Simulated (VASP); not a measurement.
# Yb4InF (F-43m) in VASP: a series of runs

Runs on Yb4InF. Level: PBE. Tasks: single point.

Program: VASP 6.6.1. These are calculated values, not measurements. Logs are shortened: lines on timing, memory, paths and dates and some standing lists are left out, and cuts for length are marked.

## Step 1: The cell of the first run

The structure is cubic, space group F-43m (No. 216). Conventional cell: a = 9.224 Å, b = 9.224 Å, c = 9.224 Å, α = 90.00°, β = 90.00°, γ = 90.00°. Within 4.3 Å of Yb (site symmetry 3m) lie 6 Yb at 3.24 to 3.28 Å and 3 In at 3.82 Å and 3 F at 3.83 Å. In (site symmetry -43m) has 12 Yb at 3.82 Å and 4 F at 3.99 Å within 5.0 Å. F (site symmetry -43m) has 12 Yb at 3.83 Å and 4 In at 3.99 Å within 5.0 Å.

The cell was built from a structure type or drawn by symmetry, and may not be a known phase.

## Step 2: Single point, PBE

INCAR

```
PREC = Accurate
ENCUT = 520
EDIFF = 1E-6
ISMEAR = 0
SIGMA = 0.1
LREAL = F
LASPH = T
NELM = 100
ALGO = Normal
ISIF = 2
LWAVE = F
LCHARG = T
GGA = PE
LELF = T
LVHAR = T
NBANDS = 67
```

KPOINTS

```
Automatic mesh
0
Gamma
  8 8 8
```

POSCAR

```
Yb4InF
1.0
    0.0000000000      4.6117937984      4.6117937984
    4.6117937984      0.0000000000      4.6117937984
    4.6117937984      4.6117937984      0.0000000000
Yb In F
4 1 1
Direct
    0.6241422062      0.6241422062      0.1275733814
    0.6241422062      0.1275733814      0.6241422062
    0.1275733814      0.6241422062      0.6241422062
    0.6241422062      0.6241422062      0.6241422062
    0.2500000000      0.2500000000      0.2500000000
    0.0000000000      0.0000000000      0.0000000000
```

Potentials or basis: VASP PAW PBE potentials, release 64 (Yb, In_d, F).

Started as:

```sh
$ cat potpaw_PBE.64/Yb/POTCAR potpaw_PBE.64/In_d/POTCAR potpaw_PBE.64/F/POTCAR > POTCAR
$ mpirun -np 1 vasp_std > vasp.out
```

OUTCAR:

```text
PREC = Accurate
   ENCUT = 520
   EDIFF = 1E-6
   ISMEAR = 0
   LREAL = F
   LASPH = T
   NELM = 100
   ISIF = 2
   GGA = PE

 ion  position               nearest neighbor table
   1  0.624  0.624  0.128-   2 3.24   3 3.24   4 3.24   2 3.28   3 3.28   4 3.28   5 3.82   5 3.82
                             5 3.82
   2  0.624  0.128  0.624-   1 3.24   3 3.24   4 3.24   3 3.28   1 3.28   4 3.28   5 3.82   5 3.82
                             5 3.82
   3  0.128  0.624  0.624-   1 3.24   2 3.24   4 3.24   2 3.28   1 3.28   4 3.28   5 3.82   5 3.82
                             5 3.82
   4  0.624  0.624  0.624-   1 3.24   2 3.24   3 3.24   3 3.28   2 3.28   1 3.28   5 3.82   5 3.82
                             5 3.82
   5  0.250  0.250  0.250-   1 3.82   2 3.82   3 3.82   4 3.82   4 3.82   4 3.82   1 3.82   3 3.82
                             3 3.82   1 3.82   2 3.82   2 3.82
   6  0.000  0.000  0.000-

  LATTYP: Found a face centered cubic cell.
 ALAT       =     9.2235875968

  Lattice vectors:

 A1 = (   0.0000000000,   4.6117937984,   4.6117937984)
 A2 = (   4.6117937984,   0.0000000000,   4.6117937984)
 A3 = (   4.6117937984,   4.6117937984,   0.0000000000)

Analysis of symmetry for initial positions (statically):
=====================================================================
 Subroutine PRICEL returns:
 Original cell was already a primitive cell.

 Routine SETGRP: Setting up the symmetry group for a
 face centered cubic supercell.

 Subroutine GETGRP returns: Found 24 space group operations
 (whereof 24 operations were pure point group operations)
 out of a pool of 48 trial point group operations.

The static configuration has the point symmetry T_d .

Analysis of symmetry for dynamics (positions and initial velocities):
=====================================================================
 Subroutine PRICEL returns:
 Original cell was already a primitive cell.

 Routine SETGRP: Setting up the symmetry group for a
 face centered cubic supercell.

 Subroutine GETGRP returns: Found 24 space group operations
 (whereof 24 operations were pure point group operations)
 out of a pool of 48 trial point group operations.

The dynamic configuration has the point symmetry T_d .

 Subroutine INISYM returns: Found 24 space group operations
 (whereof 24 operations are pure point group operations),
 and found     1 'primitive' translations

----------------------------------------------------------------------------------------

                                     Primitive cell

  volume of cell :     196.1732

  direct lattice vectors                    reciprocal lattice vectors
     0.000000000  4.611793798  4.611793798    -0.108417683  0.108417683  0.108417683
     4.611793798  0.000000000  4.611793798     0.108417683 -0.108417683  0.108417683
     4.611793798  4.611793798  0.000000000     0.108417683  0.108417683 -0.108417683

  length of vectors
     6.522061337  6.522061337  6.522061337     0.187784936  0.187784936  0.187784936

  position of ions in fractional coordinates (direct lattice)
     0.624142206  0.624142206  0.127573381
     0.624142206  0.127573381  0.624142206
     0.127573381  0.624142206  0.624142206
     0.624142206  0.624142206  0.624142206
     0.250000000  0.250000000  0.250000000
     0.000000000  0.000000000  0.000000000

  ion indices of the primitive-cell ions
   primitive index   ion index
                 1           1
                 2           2
                 3           3
                 4           4
                 5           5
                 6           6

----------------------------------------------------------------------------------------

 KPOINTS: Automatic mesh

Automatic generation of k-mesh.
 Grid dimensions read from file:
 generate k-points for:    8    8    8

 Generating k-lattice:

  Cartesian coordinates                     Fractional coordinates (reciprocal lattice)
    -0.013552210  0.013552210  0.013552210     0.125000000  0.000000000  0.000000000
     0.013552210 -0.013552210  0.013552210     0.000000000  0.125000000  0.000000000
     0.013552210  0.013552210 -0.013552210     0.000000000  0.000000000  0.125000000

  Length of vectors
     0.023473117  0.023473117  0.023473117

  Shift w.r.t. Gamma in fractional coordinates (k-lattice)
     0.000000000  0.000000000  0.000000000

 Subroutine IBZKPT returns following result:
 ===========================================

 Found     29 irreducible k-points:

 Following reciprocal coordinates:
            Coordinates               Weight
  0.000000  0.000000  0.000000      1.000000
  0.125000  0.000000  0.000000      8.000000
  0.250000  0.000000  0.000000      8.000000
  0.375000  0.000000  0.000000      8.000000
  0.500000  0.000000  0.000000      4.000000
  0.125000  0.125000  0.000000      6.000000
[... 16 lines left out ...]
  0.500000  0.250000  0.125000     48.000000
 -0.375000  0.250000  0.125000     24.000000
 [... further k-points ...]
   k-points           NKPTS =     29   k-points in BZ     NKDIM =     29   number of bands    NBANDS=     67
   number of dos      NEDOS =    301   number of ions     NIONS =      6
   total plane-waves  NPLWV = 125000
   dimension x,y,z NGX =    50 NGY =   50 NGZ =   50
   dimension x,y,z NGXF=   100 NGYF=  100 NGZF=  100
   ions per type =               4   1   1
   NGX,Y,Z   is equivalent  to a cutoff of  12.74, 12.74, 12.74 a.u.
   NGXF,Y,Z  is equivalent  to a cutoff of  25.49, 25.49, 25.49 a.u.
 SYSTEM =  unknown system
   PREC   = accura    normal or accurate (medium, high low for compatibility)
   ISTART =      0    job   : 0-new  1-cont  2-samecut
   ICHARG =      2    charge: 1-file 2-atom 10-const
   ISPIN  =      1    spin polarized calculation?
   LNONCOLLINEAR =      F non collinear calculations
   LSORBIT =      F    spin-orbit coupling
   LASPH  =      T    aspherical Exc in radial PAW
   ENCUT  =  520.0 eV  38.22 Ry    6.18 a.u.  12.13 12.13 12.13*2*pi/ulx,y,z
   NELM   =    100;   NELMIN=  2; NELMDL= -5     # of ELM steps
   EDIFF  = 0.1E-05   stopping-criterion for ELM
   LREAL  =      F    real-space projection
   EDIFFG = 0.1E-04   stopping-criterion for IOM
   NSW    =      0    number of steps for IOM
   IBRION =     -1    ionic relax: 0-MD 1-quasi-New 2-CG
   NFREE  =      0    steps in history (QN), initial steepest desc. (CG)
   ISIF   =      2    stress and relaxation
   ISYM   =      2    0-nonsym 1-usesym 2-fastsym
   POTIM  = 0.5000    time-step for ionic-motion
   TEBEG  =    0.0;   TEEND  =   0.0 temperature during run
   PSTRESS=    0.0 pullay stress
   NELECT =     116.0000    total number of electrons
   NUPDOWN=      -1.0000    fix difference up-down
   EMIN   =  10.00;   EMAX   =-10.00  energy-range for DOS
   EFERMI =   0.00;   METHOD = LEGACY
   ISMEAR =     0;   SIGMA  =   0.10  broadening in eV -4-tet -1-fermi 0-gaus
   EFERMI_NEDOS =   21; number of points for ismear=-14 and -15
   IALGO  =     38    algorithm
   IMIX   =      4    mixing-type and parameters
     AMIX     =   0.40;   BMIX     =  1.00
     AMIX_MAG =   1.60;   BMIX_MAG =  1.00
  volume/ion in A,a.u.               =      32.70       220.64
  Fermi-wavevector in a.u.,A,eV,Ry     =   1.374087  2.596648 25.689371  1.888116
  Thomas-Fermi vector in A             =   2.499545
   LORBIT       =      0    0 simple, 1 ext, 2 COOP (PROOUT), +10 PAW based schemes
   GGA     = PE    functional components
   LHFCALC =     F    Hartree Fock is set to
   AEXX    =    0.0000 exact exchange contribution
   IVDW    =     0    specifies the selected vdW correction
   LEPSILON=     F    determine dielectric tensor
   LRPA    =     F    only Hartree local field effects (RPA)
 non-spin polarized calculation
 Gauss-broadening in eV      SIGMA  =   0.10
  energy-cutoff  :      520.00
  volume of cell :      196.17
 maximum number of plane-waves:      5346
 NGX is ok and might be reduce to    50
   NGX = 25   NGY = 25   NGZ = 25

 number of electron     115.9999995 magnetization

 Free energy of the ion-electron system (eV)
  ---------------------------------------------------
  ext. energy  EPLUGINS =         0.00000000
  ---------------------------------------------------
  free energy    TOTEN  =       -18.97266889 eV

  energy without entropy =      -18.94253736  energy(sigma->0) =      -18.95760312

 E-fermi :   1.4975     XC(G=0):  -9.0115

 val. band max:        1.4959689208   @ k =  -0.1250   0.1250   0.0000
 cond. band min:       1.5311532029   @ k =   0.1250   0.1250   0.0000
 fundamental gap:      0.0351842820
 Fermi energy:         1.4974694011

 k-point     1 :       0.0000    0.0000    0.0000
  band No.  band energies     occupation
      1     -50.2848      2.00000
      2     -50.2238      2.00000
      3     -50.2238      2.00000
      4     -50.2238      2.00000
      5     -23.2946      2.00000
      6     -22.8546      2.00000
[... 59 lines left out ...]
     66       4.0608      0.00000
     67       4.0624      0.00000

 k-point     2 :       0.1250    0.0000    0.0000
  band No.  band energies     occupation
      1     -50.2831      2.00000
      2     -50.2255      2.00000
      3     -50.2237      2.00000
      4     -50.2237      2.00000
      5     -23.2734      2.00000
      6     -22.8492      2.00000
[... 59 lines left out ...]
     66       4.0256      0.00000
     67       4.0288      0.00000

 k-point     3 :       0.2500    0.0000    0.0000
  band No.  band energies     occupation
      1     -50.2785      2.00000
      2     -50.2301      2.00000
      3     -50.2238      2.00000
      4     -50.2238      2.00000
      5     -23.2183      2.00000
      6     -22.8285      2.00000
[... 1459 lines left out ...]
     66       3.8467      0.00000
     67       4.1946      0.00000

 k-point    24 :      -0.3750    0.2500    0.1250
  band No.  band energies     occupation
      1     -50.2654      2.00000
      2     -50.2433      2.00000
      3     -50.2238      2.00000
      4     -50.2238      2.00000
      5     -23.0722      2.00000
      6     -22.8240      2.00000
[... 59 lines left out ...]
     66       3.8727      0.00000
     67       4.0442      0.00000

 [... further k-points ...]

------------------------ aborting loop because EDIFF is reached ----------------------------------------

  FORCE on cell =-STRESS in cart. coord.  units (eV):
  Direction    XX          YY          ZZ          XY          YZ          ZX
  --------------------------------------------------------------------------------------
  -------------------------------------------------------------------------------------
  Total       -1.0237425     -1.0237425     -1.0237425      0.0000000     -0.0000000      0.0000000
  in kB       -8.3610662     -8.3610662     -8.3610662      0.0000000     -0.0000000      0.0000000
  external PRESSURE =      -8.3610662 kB  Pullay stress =       0.0000000 kB

 VOLUME and BASIS-vectors are now :
 -----------------------------------------------------------------------------
  energy-cutoff  :      520.00
  volume of cell :      196.17
      direct lattice vectors                 reciprocal lattice vectors
     0.000000000  4.611793798  4.611793798    -0.108417683  0.108417683  0.108417683
     4.611793798  0.000000000  4.611793798     0.108417683 -0.108417683  0.108417683
     4.611793798  4.611793798  0.000000000     0.108417683  0.108417683 -0.108417683

 POSITION                                       TOTAL-FORCE (eV/Angst)
 -----------------------------------------------------------------------------------
      3.46676      3.46676      5.75683         0.003661      0.003661     -0.003661
      3.46676      5.75683      3.46676         0.003661     -0.003661      0.003661
      5.75683      3.46676      3.46676        -0.003661      0.003661      0.003661
      5.75683      5.75683      5.75683        -0.003661     -0.003661     -0.003661
      2.30590      2.30590      2.30590        -0.000000     -0.000000     -0.000000
      0.00000      0.00000      0.00000        -0.000000     -0.000000     -0.000000
 -----------------------------------------------------------------------------------
    total drift:                               -0.000000     -0.000000      0.000000

  FREE ENERGIE OF THE ION-ELECTRON SYSTEM (eV)
  ---------------------------------------------------
  free  energy   TOTEN  =       -18.9726688854 eV

  energy  without entropy=      -18.9425373644  energy(sigma->0) =      -18.95760312
```

It took 25 min on 1 thread of Intel Xeon Platinum 8559C (Emerald Rapids), shared host; peak memory 0.57 GiB.

Results:

```
Free energy            : -18.9727 eV
Pressure               : -0.8 GPa
Largest force          : 0.006 eV/Å
Band gap on the k mesh : zero (bands 58 and 59 overlap by 0.43 eV)
```

Forces in eV/Å, atoms in the order of the input:
```
Yb   0.004  0.004 -0.004
Yb   0.004 -0.004  0.004
Yb  -0.004  0.004  0.004
Yb  -0.004 -0.004 -0.004
In   0.000  0.000  0.000
F    0.000  0.000  0.000
```

Caveat: spin-orbit coupling is left out, which moves the levels of the heavy elements. Spin polarisation is off, so any magnetic state and its effect on volume and gap are missing.

## Step 3: Single point, PBE, collinear spin, ferromagnetic start

This run uses another cell than the first one, of 20.50 Å³/atom.

INCAR

```
ALGO = Normal
EDIFF = 1E-6
ENCUT = 520
GGA = PE
ISIF = 2
ISMEAR = 0
ISPIN = 2
LASPH = True
LCHARG = False
LMAXMIX = 6
LORBIT = 11
LREAL = False
LWAVE = False
MAGMOM = 1 1 1 1 0 0
NBANDS = 71
NELM = 150
PREC = Accurate
SIGMA = 0.1
```

KPOINTS

```
k-points
0
Gamma
  4 4 4
```

POSCAR

```
Yb4InF
1.0
    0.0000000000      3.9475147600      3.9475147600
    3.9475147600      0.0000000000      3.9475147600
    3.9475147600      3.9475147600      0.0000000000
Yb In F
4 1 1
Direct
    0.8735502700      0.3754832400      0.3754832400
    0.3754832400      0.3754832400      0.3754832400
    0.3754832400      0.8735502700      0.3754832400
    0.3754832400      0.3754832400      0.8735502700
    0.7500000000      0.7500000000      0.7500000000
    0.0000000000      0.0000000000      0.0000000000
```

Potentials or basis: VASP PAW PBE potentials, release 64 (Yb, In_d, F).

Started as:

```sh
$ cat potpaw_PBE.64/Yb/POTCAR potpaw_PBE.64/In_d/POTCAR potpaw_PBE.64/F/POTCAR > POTCAR
$ mpirun -np 1 vasp_std > vasp.out
```

OUTCAR:

```text
EDIFF = 1E-6
   ENCUT = 520
   GGA = PE
   ISIF = 2
   ISMEAR = 0
   ISPIN = 2
   LASPH = True
   LORBIT = 11
   LREAL = False
   NELM = 150
   PREC = Accurate

 ion  position               nearest neighbor table
   1  0.874  0.375  0.375-   2 2.78   3 2.78   4 2.78   2 2.80   4 2.80   3 2.80   5 3.27   5 3.27
                             5 3.27
   2  0.375  0.375  0.375-   1 2.78   3 2.78   4 2.78   4 2.80   3 2.80   1 2.80   5 3.27   5 3.27
                             5 3.27
   3  0.375  0.874  0.375-   1 2.78   2 2.78   4 2.78   4 2.80   2 2.80   1 2.80   5 3.27   5 3.27
                             5 3.27
   4  0.375  0.375  0.874-   1 2.78   2 2.78   3 2.78   2 2.80   3 2.80   1 2.80   5 3.27   5 3.27
                             5 3.27
   5  0.750  0.750  0.750-   3 3.27   4 3.27   1 3.27   4 3.27   1 3.27   3 3.27   2 3.27   2 3.27
                             2 3.27   1 3.27   3 3.27   4 3.27
   6  0.000  0.000  0.000-

  LATTYP: Found a face centered cubic cell.
 ALAT       =     7.8950295200
[... 1376 lines left out ...]
  Total       12.9556823     12.9556823     12.9556823      0.0000000      0.0000000      0.0000000
  in kB      168.7211737    168.7211737    168.7211737      0.0000000      0.0000000      0.0000000
  external PRESSURE =     168.7211737 kB  Pullay stress =       0.0000000 kB

 VOLUME and BASIS-vectors are now :
 -----------------------------------------------------------------------------
  energy-cutoff  :      520.00
  volume of cell :      123.03
      direct lattice vectors                 reciprocal lattice vectors
     0.000000000  3.947514760  3.947514760    -0.126661971  0.126661971  0.126661971
     3.947514760  0.000000000  3.947514760     0.126661971 -0.126661971  0.126661971
     3.947514760  3.947514760  0.000000000     0.126661971  0.126661971 -0.126661971

 POSITION                                       TOTAL-FORCE (eV/Angst)
 -----------------------------------------------------------------------------------
      2.96445      4.93058      4.93058        -0.141767      0.141767      0.141767
      2.96445      2.96445      2.96445        -0.141767     -0.141767     -0.141767
      4.93058      2.96445      4.93058         0.141767     -0.141767      0.141767
      4.93058      4.93058      2.96445         0.141767      0.141767     -0.141767
      5.92127      5.92127      5.92127        -0.000000     -0.000000     -0.000000
      0.00000      0.00000      0.00000        -0.000000     -0.000000     -0.000000
 -----------------------------------------------------------------------------------
    total drift:                                0.000277      0.000277      0.000277

  FREE ENERGIE OF THE ION-ELECTRON SYSTEM (eV)
  ---------------------------------------------------
  free  energy   TOTEN  =       -16.2430682848 eV

  energy  without entropy=      -16.2008375720  energy(sigma->0) =      -16.22195293

 total charge

# of ion       s       p       d       f       tot
--------------------------------------------------
    1        2.275   6.030   0.738  13.566  22.609
    2        2.275   6.030   0.738  13.566  22.609
    3        2.275   6.030   0.738  13.566  22.609
    4        2.275   6.030   0.738  13.566  22.609
    5        0.896   0.866   9.807   0.000  11.569
    6        1.752   4.228   0.000   0.000   5.980
--------------------------------------------------
tot         11.747  29.215  12.761  54.262 107.985

 magnetization (x)

# of ion       s       p       d       f       tot
--------------------------------------------------
    1        0.000   0.000   0.000   0.001   0.001
    2        0.000   0.000   0.000   0.001   0.001
    3        0.000   0.000   0.000   0.001   0.001
    4        0.000   0.000   0.000   0.001   0.001
    5       -0.000   0.000  -0.000   0.000   0.000
    6        0.000   0.000   0.000   0.000   0.000
--------------------------------------------------
tot          0.000   0.000   0.000   0.004   0.005
```

OSZICAR:

```text
N       E                     dE             d eps       ncg     rms          rms(c)
DAV:   1     0.170441936600E+04    0.17044E+04   -0.28278E+04  3499   0.107E+04
[... 24 lines left out ...]
DAV:  26    -0.162431837424E+02    0.21206E-03   -0.11064E-03  4344   0.933E-01    0.112E+00
DAV:  27    -0.162431112803E+02    0.72462E-04   -0.41059E-04  4456   0.388E-01    0.108E+00
DAV:  28    -0.162430344571E+02    0.76823E-04   -0.87335E-05  4352   0.355E-01    0.551E-01
DAV:  29    -0.162430259884E+02    0.84687E-05   -0.84200E-05  3672   0.440E-01    0.312E-01
DAV:  30    -0.162430567660E+02   -0.30778E-04   -0.18229E-04  4440   0.194E-01    0.195E-01
DAV:  31    -0.162430674168E+02   -0.10651E-04   -0.13144E-04  4152   0.808E-02    0.143E-01
DAV:  32    -0.162430682848E+02   -0.86801E-06   -0.54445E-06  2696   0.225E-02
   1 F= -.16243068E+02 E0= -.16221953E+02  d E =-.422307E-01  mag=     0.0145
```

stdout:

```text
POSCAR found type information on POSCAR YbInF
 POSCAR found :  3 types and       6 ions
 scaLAPACK will be used
 LDA part: xc-table for (Slater+PW92), standard interpolation
 POSCAR, INCAR and KPOINTS ok, starting setup
 FFT: planning ... GRIDC
 FFT: planning ... GRID_SOFT
 FFT: planning ... GRID
 WAVECAR not read
 entering main loop
```

It took 7.4 min on 1 thread of Intel Xeon Platinum 8559C (Emerald Rapids), shared host; peak memory 0.4 GiB.

Results:

```
Free energy                                           : -16.2431 eV
Pressure                                              : 16.9 GPa
Largest force                                         : 0.246 eV/Å
Band gap on the k mesh                                : zero (filled and empty bands overlap)
Net moment                                            : 0.01 μB per cell
Valence electrons inside the program's atomic spheres : Yb 22.61; In 11.57; F 5.98
```

Forces in eV/Å, atoms in the order of the input:
```
Yb  -0.142  0.142  0.142
Yb  -0.142 -0.142 -0.142
Yb   0.142 -0.142  0.142
Yb   0.142  0.142 -0.142
In   0.000  0.000  0.000
F    0.000  0.000  0.000
```

Caveat: the cell stands under pressure; spin-orbit coupling is left out, which moves the levels of the heavy elements. The state reached can hang on the start; a lower one may exist.
